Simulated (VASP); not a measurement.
# Zn4O (R-3m) in VASP: single point with PBE

Aim: the single point of Zn4O with PBE.

Program: VASP 6.6.1. These are calculated values, not measurements. Logs are shortened: lines on timing, memory, paths and dates and some standing lists are left out, and cuts for length are marked.

## (1) The cell of the first run

It takes space group R-3m (No. 166, trigonal). The conventional cell has a = 2.938 Å, b = 2.938 Å, c = 27.033 Å, α = 90.00°, β = 90.00°, γ = 120.00°. Zn (site symmetry 3m) has 3 O at 2.16 Å and 3 Zn at 2.69 Å within 2.9 Å. Zn (site symmetry 3m) has 12 Zn at 2.69 to 2.94 Å within 3.5 Å. O (site symmetry -3m) has 6 Zn at 2.16 Å within 2.9 Å.

## (2) Single point, PBE

File INCAR:

```
ALGO     = Normal         # electronic algorithm
EDIFF    = 1E-6           # SCF threshold, eV
ENCUT    = 520            # plane-wave cutoff, eV
GGA      = PE             # functional
ISIF     = 2              # what is computed and relaxed
ISMEAR   = 0              # smearing method
LASPH    = T              # aspherical terms in the spheres
LCHARG   = F              # write CHGCAR
LREAL    = F              # projectors in reciprocal space
LWAVE    = F              # write WAVECAR
NBANDS   = 35             # bands
NELM     = 80             # most SCF steps
PREC     = Accurate       # precision mode
SIGMA    = 0.2            # smearing width, eV
```

File KPOINTS:

```
k-points
0
Gamma
  7 7 7
```

File POSCAR:

```
Zn4O
1.0
    1.4691273609      0.8482010787      9.0110576417
   -1.4691273609      0.8482010787      9.0110576417
    0.0000000000     -1.6964021531      9.0110576421
Zn O
4 1
Direct
    0.3826979707      0.3826979707      0.3826979707
    0.7930566634      0.7930566634      0.7930566634
    0.2069433366      0.2069433366      0.2069433366
    0.6173020293      0.6173020293      0.6173020293
    0.0000000000      0.0000000000      0.0000000000
```

Potentials or basis: VASP PAW PBE potentials, release 64 (Zn, O).

Started as:

```bash
$ cat potpaw_PBE.64/Zn/POTCAR potpaw_PBE.64/O/POTCAR > POTCAR
$ mpirun -np 1 vasp_std > vasp.out
```

OUTCAR:

```text
EDIFF = 1E-6
   ENCUT = 520
   GGA = PE
   ISIF = 2
   ISMEAR = 0
   LASPH = T
   LREAL = F
   NELM = 80
   PREC = Accurate

 ion  position               nearest neighbor table
   1  0.383  0.383  0.383-   5 2.16   5 2.16   5 2.16   2 2.69   2 2.69   2 2.69
   2  0.793  0.793  0.793-   1 2.69   1 2.69   1 2.69   3 2.76   3 2.76   3 2.76
   3  0.207  0.207  0.207-   4 2.69   4 2.69   4 2.69   2 2.76   2 2.76   2 2.76
   4  0.617  0.617  0.617-   5 2.16   5 2.16   5 2.16   3 2.69   3 2.69   3 2.69
   5  0.000  0.000  0.000-   4 2.16   1 2.16   4 2.16   4 2.16   1 2.16   1 2.16

  LATTYP: Found a trigonal (rhomboedric) cell.
 ALAT       =     9.1693478555
 COS(alpha) =     0.9486580934

  Lattice vectors:

 A1 = (   1.4691273609,   0.8482010787,   9.0110576417)
 A2 = (  -1.4691273609,   0.8482010787,   9.0110576417)
 A3 = (   0.0000000000,  -1.6964021531,   9.0110576421)

Analysis of symmetry for initial positions (statically):
=====================================================================
 Subroutine PRICEL returns:
 Original cell was already a primitive cell.

 Routine SETGRP: Setting up the symmetry group for a
 trigonal (rhombohedral) supercell.

 Subroutine GETGRP returns: Found 12 space group operations
 (whereof 12 operations were pure point group operations)
 out of a pool of 12 trial point group operations.

The static configuration has the point symmetry D_3d.

Analysis of symmetry for dynamics (positions and initial velocities):
=====================================================================
 Subroutine PRICEL returns:
 Original cell was already a primitive cell.

 Routine SETGRP: Setting up the symmetry group for a
 trigonal (rhombohedral) supercell.

 Subroutine GETGRP returns: Found 12 space group operations
 (whereof 12 operations were pure point group operations)
 out of a pool of 12 trial point group operations.

The dynamic configuration has the point symmetry D_3d.

 Subroutine INISYM returns: Found 12 space group operations
 (whereof 12 operations are pure point group operations),
 and found     1 'primitive' translations

----------------------------------------------------------------------------------------

                                     Primitive cell

  volume of cell :      67.3729

  direct lattice vectors                    reciprocal lattice vectors
     1.469127361  0.848201079  9.011057642     0.340338090  0.196494288  0.036991588
    -1.469127361  0.848201079  9.011057642    -0.340338090  0.196494288  0.036991588
     0.000000000 -1.696402153  9.011057642     0.000000000 -0.392988576  0.036991588

  length of vectors
     9.169347855  9.169347855  9.169347855     0.394725725  0.394725725  0.394725725

  position of ions in fractional coordinates (direct lattice)
     0.382697971  0.382697971  0.382697971
     0.793056663  0.793056663  0.793056663
     0.206943337  0.206943337  0.206943337
     0.617302029  0.617302029  0.617302029
     0.000000000  0.000000000  0.000000000

  ion indices of the primitive-cell ions
   primitive index   ion index
                 1           1
                 2           2
                 3           3
                 4           4
                 5           5

----------------------------------------------------------------------------------------

 KPOINTS: k-points

Automatic generation of k-mesh.
 Grid dimensions read from file:
 generate k-points for:    7    7    7

 Generating k-lattice:

  Cartesian coordinates                     Fractional coordinates (reciprocal lattice)
     0.048619727  0.028070613  0.005284513     0.142857143  0.000000000  0.000000000
    -0.048619727  0.028070613  0.005284513     0.000000000  0.142857143  0.000000000
     0.000000000 -0.056141225  0.005284513     0.000000000  0.000000000  0.142857143

  Length of vectors
     0.056389389  0.056389389  0.056389389

  Shift w.r.t. Gamma in fractional coordinates (k-lattice)
     0.000000000  0.000000000  0.000000000

 Subroutine IBZKPT returns following result:
 ===========================================

 Found     44 irreducible k-points:

 Following reciprocal coordinates:
            Coordinates               Weight
  0.000000  0.000000  0.000000      1.000000
  0.142857 -0.000000  0.000000      6.000000
  0.285714  0.000000  0.000000      6.000000
  0.428571  0.000000  0.000000      6.000000
  0.142857  0.142857  0.000000      6.000000
  0.285714  0.142857  0.000000     12.000000
[... 16 lines left out ...]
  0.285714  0.285714  0.142857      6.000000
  0.428571  0.285714  0.142857     12.000000
 [... further k-points ...]
   k-points           NKPTS =     44   k-points in BZ     NKDIM =     44   number of bands    NBANDS=     35
   number of dos      NEDOS =    301   number of ions     NIONS =      5
   total plane-waves  NPLWV = 343000
   dimension x,y,z NGX =    70 NGY =   70 NGZ =   70
   dimension x,y,z NGXF=   140 NGYF=  140 NGZF=  140
   ions per type =               4   1
   NGX,Y,Z   is equivalent  to a cutoff of  12.69, 12.69, 12.69 a.u.
   NGXF,Y,Z  is equivalent  to a cutoff of  25.38, 25.38, 25.38 a.u.
 SYSTEM =  unknown system
   PREC   = accura    normal or accurate (medium, high low for compatibility)
   ISTART =      0    job   : 0-new  1-cont  2-samecut
   ICHARG =      2    charge: 1-file 2-atom 10-const
   ISPIN  =      1    spin polarized calculation?
   LNONCOLLINEAR =      F non collinear calculations
   LSORBIT =      F    spin-orbit coupling
   LASPH  =      T    aspherical Exc in radial PAW
   ENCUT  =  520.0 eV  38.22 Ry    6.18 a.u.  17.05 17.05 17.05*2*pi/ulx,y,z
   NELM   =     80;   NELMIN=  2; NELMDL= -5     # of ELM steps
   EDIFF  = 0.1E-05   stopping-criterion for ELM
   LREAL  =      F    real-space projection
   EDIFFG = 0.1E-04   stopping-criterion for IOM
   NSW    =      0    number of steps for IOM
   IBRION =     -1    ionic relax: 0-MD 1-quasi-New 2-CG
   NFREE  =      0    steps in history (QN), initial steepest desc. (CG)
   ISIF   =      2    stress and relaxation
   ISYM   =      2    0-nonsym 1-usesym 2-fastsym
   POTIM  = 0.5000    time-step for ionic-motion
   TEBEG  =    0.0;   TEEND  =   0.0 temperature during run
   PSTRESS=    0.0 pullay stress
   NELECT =      54.0000    total number of electrons
   NUPDOWN=      -1.0000    fix difference up-down
   EMIN   =  10.00;   EMAX   =-10.00  energy-range for DOS
   EFERMI =   0.00;   METHOD = LEGACY
   ISMEAR =     0;   SIGMA  =   0.20  broadening in eV -4-tet -1-fermi 0-gaus
   EFERMI_NEDOS =   21; number of points for ismear=-14 and -15
   IALGO  =     38    algorithm
   IMIX   =      4    mixing-type and parameters
     AMIX     =   0.40;   BMIX     =  1.00
     AMIX_MAG =   1.60;   BMIX_MAG =  1.00
  volume/ion in A,a.u.               =      13.47        90.93
  Fermi-wavevector in a.u.,A,eV,Ry     =   1.520703  2.873711 31.463973  2.312537
  Thomas-Fermi vector in A             =   2.629517
   LORBIT       =      0    0 simple, 1 ext, 2 COOP (PROOUT), +10 PAW based schemes
   GGA     = PE    functional components
   LHFCALC =     F    Hartree Fock is set to
   AEXX    =    0.0000 exact exchange contribution
   IVDW    =     0    specifies the selected vdW correction
   LEPSILON=     F    determine dielectric tensor
   LRPA    =     F    only Hartree local field effects (RPA)
 non-spin polarized calculation
 Gauss-broadening in eV      SIGMA  =   0.20
  energy-cutoff  :      520.00
  volume of cell :       67.37
 maximum number of plane-waves:      1860
 NGX is ok and might be reduce to    70
   NGX = 35   NGY = 35   NGZ = 35

 number of electron      53.9999991 magnetization

 Free energy of the ion-electron system (eV)
  ---------------------------------------------------
  ext. energy  EPLUGINS =         0.00000000
  ---------------------------------------------------
  free energy    TOTEN  =       -11.46826701 eV

  energy without entropy =      -11.45097770  energy(sigma->0) =      -11.45962236

 E-fermi :   3.2174     XC(G=0): -11.6084

 val. band max:        3.1348991988   @ k =   0.4286   0.0000   0.0000
 cond. band min:       3.2736596526   @ k =  -0.4286  -0.4286   0.1429
 fundamental gap:      0.1387604539
 Fermi energy:         3.2174451742

 k-point     1 :       0.0000    0.0000    0.0000
  band No.  band energies     occupation
      1     -16.4146      2.00000
      2      -6.1477      2.00000
      3      -5.9292      2.00000
      4      -4.8721      2.00000
      5      -4.4139      2.00000
      6      -4.3381      2.00000
[... 27 lines left out ...]
     34      16.9761      0.00000
     35      16.9781      0.00000

 k-point     2 :       0.1429   -0.0000    0.0000
  band No.  band energies     occupation
      1     -16.2555      2.00000
      2      -5.7745      2.00000
      3      -5.5161      2.00000
      4      -4.7281      2.00000
      5      -4.4762      2.00000
      6      -4.3881      2.00000
[... 27 lines left out ...]
     34      13.9807      0.00000
     35      14.9855      0.00000

 k-point     3 :       0.2857    0.0000    0.0000
  band No.  band energies     occupation
      1     -15.8725      2.00000
      2      -5.1669      2.00000
      3      -4.7887      2.00000
      4      -4.6494      2.00000
      5      -4.6004      2.00000
      6      -4.5585      2.00000
[... 27 lines left out ...]
     34      12.2245      0.00000
     35      13.5283      0.00000

 k-point     4 :       0.4286    0.0000    0.0000
  band No.  band energies     occupation
      1     -15.5338      2.00000
      2      -5.1892      2.00000
      3      -4.8088      2.00000
      4      -4.7845      2.00000
      5      -4.7099      2.00000
      6      -4.5935      2.00000
[... 27 lines left out ...]
     34      10.6421      0.00000
     35      12.6804      0.00000

 k-point     5 :       0.1429    0.1429    0.0000
  band No.  band energies     occupation
      1     -16.2555      2.00000
      2      -5.8049      2.00000
      3      -5.4753      2.00000
      4      -4.7314      2.00000
      5      -4.4743      2.00000
      6      -4.4021      2.00000
[... 638 lines left out ...]
 k-point    22 :      -0.1429    0.1429    0.1429
  band No.  band energies     occupation
      1     -15.8725      2.00000
      2      -5.1189      2.00000
      3      -4.8226      2.00000
      4      -4.6545      2.00000
      5      -4.6130      2.00000
      6      -4.5574      2.00000
[... 27 lines left out ...]
     34      12.5264      0.00000
     35      13.3550      0.00000

 k-point    23 :       0.2857    0.2857    0.1429
  band No.  band energies     occupation
      1     -16.2555      2.00000
      2      -5.9587      2.00000
      3      -5.2316      2.00000
      4      -4.7375      2.00000
      5      -4.4785      2.00000
      6      -4.4115      2.00000
[... 27 lines left out ...]
     34      14.8132      0.00000
     35      15.1733      0.00000

 k-point    24 :       0.4286    0.2857    0.1429
  band No.  band energies     occupation
      1     -15.9833      2.00000
      2      -5.2556      2.00000
      3      -4.8617      2.00000
      4      -4.5819      2.00000
      5      -4.5391      2.00000
      6      -4.4679      2.00000
[... 27 lines left out ...]
     34      11.6517      0.00000
     35      12.8384      0.00000

 [... further k-points ...]
[... 5 lines left out ...]
  --------------------------------------------------------------------------------------
  -------------------------------------------------------------------------------------
  Total        0.2533064      0.2533064      0.3414064      0.0000000      0.0000000      0.0000000
  in kB        6.0238130      6.0238130      8.1188949      0.0000000      0.0000000      0.0000000
  external PRESSURE =       6.7221736 kB  Pullay stress =       0.0000000 kB

 VOLUME and BASIS-vectors are now :
 -----------------------------------------------------------------------------
  energy-cutoff  :      520.00
  volume of cell :       67.37
      direct lattice vectors                 reciprocal lattice vectors
     1.469127361  0.848201079  9.011057642     0.340338090  0.196494288  0.036991588
    -1.469127361  0.848201079  9.011057642    -0.340338090  0.196494288  0.036991588
     0.000000000 -1.696402153  9.011057642     0.000000000 -0.392988576  0.036991588

 POSITION                                       TOTAL-FORCE (eV/Angst)
 -----------------------------------------------------------------------------------
      0.00000      0.00000     10.34554         0.000000      0.000000      0.034371
      0.00000      0.00000     21.43884         0.000000     -0.000000     -0.014738
      0.00000      0.00000      5.59434         0.000000      0.000000      0.014738
      0.00000      0.00000     16.68763         0.000000     -0.000000     -0.034371
      0.00000      0.00000      0.00000         0.000000      0.000000      0.000000
 -----------------------------------------------------------------------------------
    total drift:                                0.000000     -0.000000      0.000000

  FREE ENERGIE OF THE ION-ELECTRON SYSTEM (eV)
  ---------------------------------------------------
  free  energy   TOTEN  =       -11.4682670084 eV

  energy  without entropy=      -11.4509777019  energy(sigma->0) =      -11.45962236
```

Run time: 7.5 min. Hardware: 1 thread of Intel Xeon 6975P-C (Granite Rapids), shared host; peak memory 0.68 GiB.

What came out:

| Item | Value |
| --- | --- |
| Free energy | -11.4683 eV |
| Pressure | 0.7 GPa |
| Largest force | 0.034 eV/Å |
| Band gap on the k mesh | zero (band 27 reaches 3.58 eV, above the bottom of band 28 at 2.55 eV) |

Forces in eV/Å, atoms in the order of the input:
```
Zn   0.000  0.000  0.034
Zn   0.000  0.000 -0.015
Zn   0.000  0.000  0.015
Zn   0.000  0.000 -0.034
O    0.000  0.000  0.000
```

Stress tensor (GPa, compression positive):
```
0.60 0.00 0.00
0.00 0.60 0.00
0.00 0.00 0.81
```
